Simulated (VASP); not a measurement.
# BN (Fmm2) in VASP: further runs, part 2 of 2

VASP 6.6.1. Earlier steps stand in the parts before.

### Step 4. Single point, LDA

File INCAR:

```
  PREC = Accurate
  ENCUT = 600
  EDIFF = 1E-6
  ISMEAR = -1
  SIGMA = 0.01
  LREAL = False
  LASPH = True
  NELM = 120
  ALGO = Normal
  ISIF = 2
  LWAVE = False
  LCHARG = False
  NBANDS = 11
  GGA_COMPAT = False
```

File KPOINTS:

```
Automatic mesh
0
Gamma
  7 7 7
```

File POSCAR:

```
BN
1.0
    0.0000000000      3.4953158300      2.1660912400
    1.2516321000      0.0000000000      2.1660912400
    1.2516321000      3.4953158300      0.0000000000
B N
1 1
Direct
    0.0000486500      0.0000486500      0.9999513500
    0.6666666667      0.6666666667      0.3333333333
```

Potentials or basis: VASP PAW LDA potentials, release 64 (B, N).

On the command line:

```console
cat potpaw_LDA.64/B/POTCAR potpaw_LDA.64/N/POTCAR > POTCAR
mpirun -np 1 vasp_std > vasp.out
```

OUTCAR:

```text
PREC = Accurate
   ENCUT = 600
   EDIFF = 1E-6
   ISMEAR = -1
   LREAL = False
   LASPH = True
   NELM = 120
   ISIF = 2

 ion  position               nearest neighbor table
   1  0.000  0.000  1.000-   2 1.44   2 1.44   2 1.44
   2  0.667  0.667  0.333-   1 1.44   1 1.44   1 1.44

  LATTYP: Found a face centered orthorhombic cell.
 ALAT       =     2.5032642000
 B/A-ratio  =     1.7306133647
 C/A-ratio  =     2.7926064137

  Lattice vectors:

 A1 = (   0.0000000000,   3.4953158300,   2.1660912400)
 A2 = (  -1.2516321000,   3.4953158300,   0.0000000000)
 A3 = (  -1.2516321000,   0.0000000000,   2.1660912400)

Analysis of symmetry for initial positions (statically):
=====================================================================
 Subroutine PRICEL returns:
 Original cell was already a primitive cell.

 Routine SETGRP: Setting up the symmetry group for a
 face centered orthorhombic supercell.

 Subroutine GETGRP returns: Found  4 space group operations
 (whereof  4 operations were pure point group operations)
[... 173 lines left out ...]
      1     -15.8139      2.00000
      2      -2.6682      2.00000
      3       0.4092      2.00000
      4       0.4181      2.00000
      5       6.3554      0.00000
      6      13.2343      0.00000
      7      13.2935      0.00000
      8      14.6436      0.00000
      9      16.3378      0.00000
     10      27.1616      0.00000
     11      28.1296      0.00000
[... 309 lines left out ...]
 k-point    24 :       0.2857    0.1429    0.1429
  band No.  band energies     occupation
      1     -15.3820      2.00000
      2      -2.5476      2.00000
      3      -1.0848      2.00000
      4      -0.2764      2.00000
      5       7.7644      0.00000
      6      12.9723      0.00000
      7      13.6287      0.00000
      8      14.9288      0.00000
      9      17.3145      0.00000
     10      25.6694      0.00000
     11      27.6296      0.00000

 [... further k-points ...]

------------------------ aborting loop because EDIFF is reached ----------------------------------------

  FORCE on cell =-STRESS in cart. coord.  units (eV):
  Direction    XX          YY          ZZ          XY          YZ          ZX
  --------------------------------------------------------------------------------------
  -------------------------------------------------------------------------------------
  Total       -0.6257472     -0.1587174     -0.6180954      0.0000000      0.0000000      0.0000000
  in kB      -52.8980502    -13.4173038    -52.2511966      0.0000000      0.0000000      0.0000000
  external PRESSURE =     -39.5221835 kB  Pullay stress =       0.0000000 kB

 VOLUME and BASIS-vectors are now :
 -----------------------------------------------------------------------------
  energy-cutoff  :      600.00
  volume of cell :       18.95
      direct lattice vectors                 reciprocal lattice vectors
     0.000000000  3.495315830  2.166091240    -0.399478409  0.143048590  0.230830535
     1.251632100  0.000000000  2.166091240     0.399478409 -0.143048590  0.230830535
     1.251632100  3.495315830  0.000000000     0.399478409  0.143048590 -0.230830535

 POSITION                                       TOTAL-FORCE (eV/Angst)
 -----------------------------------------------------------------------------------
      1.25163      3.49532      0.00021         0.000000      0.000000      0.013488
      1.25163      3.49532      2.88812         0.000000      0.000000     -0.013488
 -----------------------------------------------------------------------------------
    total drift:                                0.000002     -0.000002     -0.000028

  FREE ENERGIE OF THE ION-ELECTRON SYSTEM (eV)
  ---------------------------------------------------
  free  energy   TOTEN  =       -19.2814534407 eV

  energy  without entropy=      -19.2814534407  energy(sigma->0) =      -19.28145344
```

OSZICAR:

```text
N       E                     dE             d eps       ncg     rms          rms(c)
DAV:   1     0.152582965709E+02    0.15258E+02   -0.47834E+03  1408   0.747E+02
DAV:   2    -0.204912061936E+02   -0.35750E+02   -0.34512E+02  1688   0.162E+02
DAV:   3    -0.213000252428E+02   -0.80882E+00   -0.80717E+00  1728   0.219E+01
DAV:   4    -0.213024799805E+02   -0.24547E-02   -0.24547E-02  1581   0.147E+00
DAV:   5    -0.213024920054E+02   -0.12025E-04   -0.12025E-04  1705   0.872E-02    0.781E+00
DAV:   6    -0.195393219413E+02    0.17632E+01   -0.58550E+00  1510   0.132E+01    0.345E+00
DAV:   7    -0.193425228049E+02    0.19680E+00   -0.20229E-01  1648   0.329E+00    0.207E+00
DAV:   8    -0.192818633993E+02    0.60659E-01   -0.15013E-01  1627   0.228E+00    0.234E-01
DAV:   9    -0.192814471798E+02    0.41622E-03   -0.25887E-03  1546   0.418E-01    0.134E-01
DAV:  10    -0.192814503016E+02   -0.31218E-05   -0.20507E-04  1641   0.124E-01    0.207E-02
DAV:  11    -0.192814537722E+02   -0.34706E-05   -0.14327E-05  1647   0.245E-02    0.152E-02
DAV:  12    -0.192814534407E+02    0.33156E-06   -0.32537E-06  1570   0.114E-02
   1 F= -.19281453E+02 E0= -.19281453E+02  d E =-.239194E-15
```

It took 24 s on 1 thread of Intel Xeon 8259CL, shared host; peak memory 0.14 GiB.

Results:

- Free energy: -19.2815 eV
- Pressure: -4.0 GPa
- Largest force: 0.013 eV/Å
- Band gap on the k mesh: 3.98 eV (least direct gap 4.90 eV)

Forces in eV/Å, atoms in the order of the input:
```
B    0.000  0.000  0.013
N    0.000  0.000 -0.013
```

Stress tensor (GPa, compression positive):
```
-5.29  0.00  0.00
 0.00 -1.34  0.00
 0.00  0.00 -5.23
```

Caveat: the k points lie up to 0.43 Å⁻¹ apart; an odd mesh through Γ misses points on the zone boundary, where band edges can lie.

### Step 5. Single point, LDA

File INCAR:

```
PREC     = Accurate       # precision mode
ENCUT    = 600            # plane-wave cutoff, eV
EDIFF    = 1E-6           # SCF threshold, eV
ISMEAR   = -1             # smearing method
SIGMA    = 0.01           # smearing width, eV
LREAL    = False          # projectors in reciprocal space
LASPH    = True           # aspherical terms in the spheres
NELM     = 120            # most SCF steps
ALGO     = Normal         # electronic algorithm
ISIF     = 2              # what is computed and relaxed
LWAVE    = False          # write WAVECAR
LCHARG   = True           # write CHGCAR
GGA      = CA             # functional
LELF     = True           # ELF
LVHAR    = True         
NBANDS   = 11             # bands
GGA_COMPAT= False
```

File KPOINTS:

```
Automatic mesh
0
Gamma
  8 8 8
```

POSCAR is that of step 4.

On the command line:

```console
cat potpaw_LDA.64/B/POTCAR potpaw_LDA.64/N/POTCAR > POTCAR
mpirun -np 1 vasp_std > vasp.out
```

It took 42 s on 1 thread of Intel Xeon 8259CL, shared host; peak memory 0.15 GiB.

It converged, with:

* Free energy: -19.2816 eV
* Pressure: -3.9 GPa
* Largest force: 0.013 eV/Å
* Band gap on the k mesh: 3.61 eV (least direct gap 4.66 eV)

Forces in eV/Å, atoms in the order of the input:
```
B    0.000  0.000  0.013
N    0.000  0.000 -0.013
```

Stress tensor (GPa, compression positive):
```
-5.28  0.00  0.00
 0.00 -1.34  0.00
 0.00  0.00 -5.22
```

Levels at points of the mesh, in eV from the valence-band top:
| k point | band 2 | band 3 | band 4 | band 5 | band 6 | band 7 |
| --- | --- | --- | --- | --- | --- | --- |
| (0.00, 0.00, 0.00) | -4.55 | -1.47 | -1.46 | 4.48 | 11.36 | 11.42 |
| (0.50, 0.00, 0.00) | -8.99 | -4.27 | -1.06 | 4.42 | 9.76 | 12.90 |
| (0.50, 0.50, 0.00) | -9.08 | -4.26 | -0.55 | 5.62 | 9.30 | 11.77 |
| (0.50, 0.00, 0.50) | -6.26 | -1.48 | -1.46 | 9.22 | 11.31 | 11.38 |
| (0.00, 0.50, 0.50) | -8.89 | -4.30 | -1.53 | 3.61 | 9.85 | 14.05 |

Caveat: the cell stands under tension.

### Step 6. Single point, LDA

File INCAR:

```
SYSTEM = BN
PREC = Accurate
ENCUT = 600
EDIFF = 1E-6
ISMEAR = -1
SIGMA = 0.01
LREAL = .False.
LASPH = .True.
NELM = 120
ALGO = Normal
ISIF = 2
LWAVE = .False.
LCHARG = .False.
NBANDS = 11
GGA_COMPAT = .False.
```

File KPOINTS:

```
Automatic mesh
0
Gamma
  10 10 10
  0 0 0
```

POSCAR is that of step 5.

Potentials or basis: VASP PAW LDA potentials, release 64 (B, N).

On the command line:

```console
cat potpaw_LDA.64/B/POTCAR potpaw_LDA.64/N/POTCAR > POTCAR
mpirun -np 1 vasp_std > vasp.out
```

OUTCAR:

```text
SYSTEM = BN
   PREC = Accurate
   ENCUT = 600
   EDIFF = 1E-6
   ISMEAR = -1
   LREAL = .False.
   LASPH = .True.
   NELM = 120
   ISIF = 2

 ion  position               nearest neighbor table
   1  0.000  0.000  1.000-   2 1.44   2 1.44   2 1.44
   2  0.667  0.667  0.333-   1 1.44   1 1.44   1 1.44

  LATTYP: Found a face centered orthorhombic cell.
 ALAT       =     2.5032642000
 B/A-ratio  =     1.7306133647
 C/A-ratio  =     2.7926064137

  Lattice vectors:

 A1 = (   0.0000000000,   3.4953158300,   2.1660912400)
 A2 = (  -1.2516321000,   3.4953158300,   0.0000000000)
 A3 = (  -1.2516321000,   0.0000000000,   2.1660912400)

Analysis of symmetry for initial positions (statically):
=====================================================================
 Subroutine PRICEL returns:
 Original cell was already a primitive cell.

 Routine SETGRP: Setting up the symmetry group for a
 face centered orthorhombic supercell.

 Subroutine GETGRP returns: Found  4 space group operations
 (whereof  4 operations were pure point group operations)
 out of a pool of  8 trial point group operations.

The static configuration has the point symmetry C_2v.

Analysis of symmetry for dynamics (positions and initial velocities):
=====================================================================
 Subroutine PRICEL returns:
 Original cell was already a primitive cell.

 Routine SETGRP: Setting up the symmetry group for a
 face centered orthorhombic supercell.

 Subroutine GETGRP returns: Found  4 space group operations
 (whereof  4 operations were pure point group operations)
 out of a pool of  8 trial point group operations.

The dynamic configuration has the point symmetry C_2v.

 Subroutine INISYM returns: Found  4 space group operations
 (whereof  4 operations are pure point group operations),
 and found     1 'primitive' translations

----------------------------------------------------------------------------------------

                                     Primitive cell

  volume of cell :      18.9526

  direct lattice vectors                    reciprocal lattice vectors
     0.000000000  3.495315830  2.166091240    -0.399478409  0.143048590  0.230830535
     1.251632100  0.000000000  2.166091240     0.399478409 -0.143048590  0.230830535
     1.251632100  3.495315830  0.000000000     0.399478409  0.143048590 -0.230830535

  length of vectors
     4.112077822  2.501706252  3.712656147     0.483041027  0.483041027  0.483041027

  position of ions in fractional coordinates (direct lattice)
     0.000048650  0.000048650  0.999951350
     0.666666667  0.666666667  0.333333333

  ion indices of the primitive-cell ions
   primitive index   ion index
                 1           1
                 2           2

----------------------------------------------------------------------------------------

 KPOINTS: Automatic mesh

Automatic generation of k-mesh.
 Grid dimensions read from file:
 generate k-points for:   10   10   10

 Generating k-lattice:

  Cartesian coordinates                     Fractional coordinates (reciprocal lattice)
    -0.039947841  0.014304859  0.023083054     0.100000000  0.000000000  0.000000000
     0.039947841 -0.014304859  0.023083054     0.000000000  0.100000000  0.000000000
     0.039947841  0.014304859 -0.023083054     0.000000000  0.000000000  0.100000000

  Length of vectors
[... 38 lines left out ...]
   number of dos      NEDOS =    301   number of ions     NIONS =      2
   total plane-waves  NPLWV =  21600
   dimension x,y,z NGX =    36 NGY =   20 NGZ =   30
   dimension x,y,z NGXF=    72 NGYF=   40 NGZF=   60
   ions per type =               1   1
   NGX,Y,Z   is equivalent  to a cutoff of  14.55, 13.29, 13.43 a.u.
   NGXF,Y,Z  is equivalent  to a cutoff of  29.11, 26.58, 26.87 a.u.
 SYSTEM =  BN
   PREC   = accura    normal or accurate (medium, high low for compatibility)
   ISTART =      0    job   : 0-new  1-cont  2-samecut
   ICHARG =      2    charge: 1-file 2-atom 10-const
   ISPIN  =      1    spin polarized calculation?
   LNONCOLLINEAR =      F non collinear calculations
   LSORBIT =      F    spin-orbit coupling
   LASPH  =      T    aspherical Exc in radial PAW
   ENCUT  =  600.0 eV  44.10 Ry    6.64 a.u.   8.21  5.00  7.42*2*pi/ulx,y,z
   NELM   =    120;   NELMIN=  2; NELMDL= -5     # of ELM steps
   EDIFF  = 0.1E-05   stopping-criterion for ELM
   LREAL  =      F    real-space projection
   EDIFFG = 0.1E-04   stopping-criterion for IOM
   NSW    =      0    number of steps for IOM
   IBRION =     -1    ionic relax: 0-MD 1-quasi-New 2-CG
   NFREE  =      0    steps in history (QN), initial steepest desc. (CG)
   ISIF   =      2    stress and relaxation
   ISYM   =      2    0-nonsym 1-usesym 2-fastsym
   POTIM  = 0.5000    time-step for ionic-motion
   TEBEG  =    0.0;   TEEND  =   0.0 temperature during run
   PSTRESS=    0.0 pullay stress
   NELECT =       8.0000    total number of electrons
   NUPDOWN=      -1.0000    fix difference up-down
   EMIN   =  10.00;   EMAX   =-10.00  energy-range for DOS
   EFERMI =   0.00;   METHOD = LEGACY
   ISMEAR =    -1;   SIGMA  =   0.01  broadening in eV -4-tet -1-fermi 0-gaus
   EFERMI_NEDOS =   21; number of points for ismear=-14 and -15
   IALGO  =     38    algorithm
   IMIX   =      4    mixing-type and parameters
     AMIX     =   0.40;   BMIX     =  1.00
     AMIX_MAG =   1.60;   BMIX_MAG =  1.00
  volume/ion in A,a.u.               =       9.48        63.95
  Fermi-wavevector in a.u.,A,eV,Ry     =   1.228047  2.320672 20.518928  1.508099
  Thomas-Fermi vector in A             =   2.362987
   LORBIT       =      0    0 simple, 1 ext, 2 COOP (PROOUT), +10 PAW based schemes
   GGA     = CA    functional components
   LHFCALC =     F    Hartree Fock is set to
   AEXX    =    0.0000 exact exchange contribution
   IVDW    =     0    specifies the selected vdW correction
   LEPSILON=     F    determine dielectric tensor
   LRPA    =     F    only Hartree local field effects (RPA)
 non-spin polarized calculation
  energy-cutoff  :      600.00
  volume of cell :       18.95
 maximum number of plane-waves:       654
 NGX is ok and might be reduce to    36
   NGX = 17   NGY =  9   NGZ = 15

 number of electron       8.0000000 magnetization

 Free energy of the ion-electron system (eV)
  ---------------------------------------------------
  ext. energy  EPLUGINS =         0.00000000
  ---------------------------------------------------
  free energy    TOTEN  =       -19.28164822 eV

  energy without entropy =      -19.28164822  energy(sigma->0) =      -19.28164822

 E-fermi :   1.9887     XC(G=0): -10.2061

 val. band max:        1.7941758586   @ k =   0.4000  -0.4000   0.1000
 cond. band min:       5.4868465648   @ k =   0.0000   0.5000   0.5000
 fundamental gap:      3.6926707063
 Fermi energy:         1.9886663690

 k-point     1 :       0.0000    0.0000    0.0000
  band No.  band energies     occupation
      1     -15.8140      2.00000
      2      -2.6681      2.00000
      3       0.4092      2.00000
      4       0.4180      2.00000
      5       6.3555      0.00000
      6      13.2342      0.00000
      7      13.2934      0.00000
      8      14.6436      0.00000
      9      16.3377      0.00000
     10      27.1615      0.00000
     11      28.1296      0.00000
[... 309 lines left out ...]
 k-point    24 :       0.4000    0.3000    0.0000
  band No.  band energies     occupation
      1     -13.5357      2.00000
      2      -5.4310      2.00000
      3      -2.4520      2.00000
      4       0.1515      2.00000
      5       9.0737      0.00000
      6      10.1907      0.00000
      7      13.5530      0.00000
      8      17.5134      0.00000
      9      19.7652      0.00000
     10      21.0324      0.00000
     11      24.7421      0.00000

 [... further k-points ...]

------------------------ aborting loop because EDIFF is reached ----------------------------------------

  FORCE on cell =-STRESS in cart. coord.  units (eV):
  Direction    XX          YY          ZZ          XY          YZ          ZX
  --------------------------------------------------------------------------------------
  -------------------------------------------------------------------------------------
  Total       -0.6253876     -0.1582708     -0.6182614      0.0000000      0.0000000      0.0000000
  in kB      -52.8676478    -13.3795531    -52.2652248      0.0000000      0.0000000      0.0000000
  external PRESSURE =     -39.5041419 kB  Pullay stress =       0.0000000 kB

 VOLUME and BASIS-vectors are now :
 -----------------------------------------------------------------------------
  energy-cutoff  :      600.00
  volume of cell :       18.95
      direct lattice vectors                 reciprocal lattice vectors
     0.000000000  3.495315830  2.166091240    -0.399478409  0.143048590  0.230830535
     1.251632100  0.000000000  2.166091240     0.399478409 -0.143048590  0.230830535
     1.251632100  3.495315830  0.000000000     0.399478409  0.143048590 -0.230830535

 POSITION                                       TOTAL-FORCE (eV/Angst)
 -----------------------------------------------------------------------------------
      1.25163      3.49532      0.00021         0.000000      0.000000      0.013312
      1.25163      3.49532      2.88812         0.000000      0.000000     -0.013312
 -----------------------------------------------------------------------------------
    total drift:                                0.000002     -0.000002     -0.000030

  FREE ENERGIE OF THE ION-ELECTRON SYSTEM (eV)
  ---------------------------------------------------
  free  energy   TOTEN  =       -19.2816482245 eV

  energy  without entropy=      -19.2816482245  energy(sigma->0) =      -19.28164822
```

OSZICAR:

```text
N       E                     dE             d eps       ncg     rms          rms(c)
DAV:   1     0.156987298211E+02    0.15699E+02   -0.49225E+03  3794   0.755E+02
DAV:   2    -0.204486385070E+02   -0.36147E+02   -0.34630E+02  4457   0.160E+02
DAV:   3    -0.213001136866E+02   -0.85148E+00   -0.84986E+00  4689   0.224E+01
DAV:   4    -0.213025671298E+02   -0.24534E-02   -0.24534E-02  4101   0.147E+00
DAV:   5    -0.213025792647E+02   -0.12135E-04   -0.12135E-04  4597   0.868E-02    0.781E+00
DAV:   6    -0.195395375936E+02    0.17630E+01   -0.58505E+00  4017   0.132E+01    0.345E+00
DAV:   7    -0.193426697060E+02    0.19687E+00   -0.20213E-01  4433   0.329E+00    0.207E+00
DAV:   8    -0.192820417266E+02    0.60628E-01   -0.15002E-01  4338   0.228E+00    0.233E-01
DAV:   9    -0.192816420943E+02    0.39963E-03   -0.26353E-03  4128   0.418E-01    0.134E-01
DAV:  10    -0.192816453307E+02   -0.32363E-05   -0.20916E-04  4380   0.124E-01    0.207E-02
DAV:  11    -0.192816485662E+02   -0.32355E-05   -0.15310E-05  4432   0.252E-02    0.152E-02
DAV:  12    -0.192816482245E+02    0.34167E-06   -0.34025E-06  4173   0.116E-02
   1 F= -.19281648E+02 E0= -.19281648E+02  d E =-.117222E-10
```

stdout:

```text
POSCAR found type information on POSCAR B N
 POSCAR found :  2 types and       2 ions
 scaLAPACK will be used
 LDA part: xc-table for (Slater(with rela. corr.)+CA(PZ))
 , standard interpolation
 POSCAR, INCAR and KPOINTS ok, starting setup
 FFT: planning ... GRIDC
 FFT: planning ... GRID_SOFT
 FFT: planning ... GRID
 WAVECAR not read
 entering main loop
```

It took 62 s on 1 thread of Intel Xeon 8259CL, shared host; peak memory 0.16 GiB.

Results:

* Free energy: -19.2816 eV
* Pressure: -4.0 GPa
* Largest force: 0.013 eV/Å
* Band gap on the k mesh: 3.69 eV (least direct gap 4.61 eV)

Forces in eV/Å, atoms in the order of the input:
```
B    0.000  0.000  0.013
N    0.000  0.000 -0.013
```

Caveat: the cell stands under tension.

### Step 7. The runs side by side

| k mesh | gap on the mesh (eV) | pressure (GPa) | largest force (eV/Å) |
| --- | --- | --- | --- |
| 4 × 4 × 4 | 4.16 | -4.1 | 0.02 |
| 6 × 6 × 6 | 3.64 | -4.0 | 0.01 |
| 7 × 7 × 7 | 3.98 | -4.0 | 0.01 |
| 8 × 8 × 8 | 3.61 | -3.9 | 0.01 |
| 10 × 10 × 10 | 3.69 | -4.0 | 0.01 |

Alike in all rows: task single point; level LDA; potentials or basis VASP PAW LDA potentials, release 64 (B, N); no spin polarisation; cell as given; cutoff (eV) 600; smearing fermi-dirac 0.01 eV.

Caveats: some runs use coarse meshes; the cell stands under tension (at least some runs); an odd mesh through Γ misses points on the zone boundary, where band edges can lie (at least some runs).

Absolute energies hang on the potentials; compare differences alone.
